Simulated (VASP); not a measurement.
The system is TaN.

```
Ta N
1.0
     0.00000    2.21132    2.21132
     2.21132    0.00000    2.21132
     2.21132    2.21132    0.00000
Ta N
1 1
Direct
  0.50000 0.50000 0.50000
  0.00000 0.00000 0.00000
```

* Program: VASP 6.6.1
* Task: relaxation of cell and atoms
* Functional: PBEsol
* Potentials or basis: VASP PAW PBE potentials, release 64 (Ta_pv, N)
* Cutoff: 600 eV
* k mesh: 10 × 10 × 10
* Occupations: fermi-dirac, width 0.05 eV
* Spin: no spin polarisation

At the start: pressure -10.0 GPa; volume 10.81 Å³/atom.

Question: How do energy, volume and symmetry change on relaxing?

Answer: Over 4 steps the energy falls by 10.2 meV/atom and the volume is 10.50 Å³/atom (-2.9 %); space group Fm-3m (No. 225, to 0.05 Å).

The path:
| step | energy change (eV) | largest force (eV/Å) | pressure (GPa) | volume (Å³) |
| --- | --- | --- | --- | --- |
| 1 | 0.0000 | 0.0000 | -10.00 | 21.63 |
| 2 | 0.0993 | 0.0000 | 29.06 | 19.58 |
| 3 | -0.0204 | 0.0000 | -0.25 | 21.01 |
| 4 | -0.0205 | 0.0000 | -0.05 | 20.99 |

Final structure:
```xyz
2
Lattice="0.0000 2.1895 2.1895 2.1895 0.0000 2.1895 2.1895 2.1895 0.0000" Properties=species:S:1:pos:R:3 pbc="T T T"
Ta    2.1895    2.1895    2.1895
N     2.1895    2.1895    0.0000
```

Caveat: the PAW data sets were made with another functional, which shifts forces and pressure a little.
